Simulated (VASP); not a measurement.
Ni:

```xyz
1
Lattice="2.2776 0.0000 0.0000 0.0000 2.2776 0.0000 0.0000 0.0000 2.2776" Properties=species:S:1:pos:R:3 pbc="T T T"
Ni    0.0000    0.0000    0.0000
```

| Property | Result |
| --- | --- |
| Program | VASP 6.6.1 |
| Task | relaxation of cell and atoms |
| Functional | LDA |
| Potentials or basis | VASP PAW LDA potentials, release 64 (Ni) |
| Cutoff | 600 eV |
| k mesh | 14 × 14 × 14 |
| Occupations | fermi-dirac, width 0.1 eV |
| Spin | no spin polarisation |

At the start: pressure -4.6 GPa; volume 11.81 Å³/atom.

Q: How do energy, volume and symmetry change on relaxing?

A: Over 3 steps the energy falls by 4.4 meV/atom and the volume is 11.51 Å³/atom (-2.6 %); space group Pm-3m (No. 221, to 0.05 Å).

Step by step:
```tsv
step	energy change (eV)	largest force (eV/Å)	pressure (GPa)	volume (Å³)
1	0.0000	0.0000	-4.57	11.81
2	-0.0007	0.0000	4.59	11.25
3	-0.0044	0.0000	-0.01	11.51
```

Final structure:
```yaml
crystal:
  lattice:
    - [2.25801, 0.00000, 0.00000]
    - [0.00000, 2.25801, 0.00000]
    - [0.00000, 0.00000, 2.25801]
  atoms:
    - { symbol: Ni, position: [0.00000, 0.00000, 0.00000] }
```

Caveat: the run has no spin polarisation, though such a crystal can be magnetic.
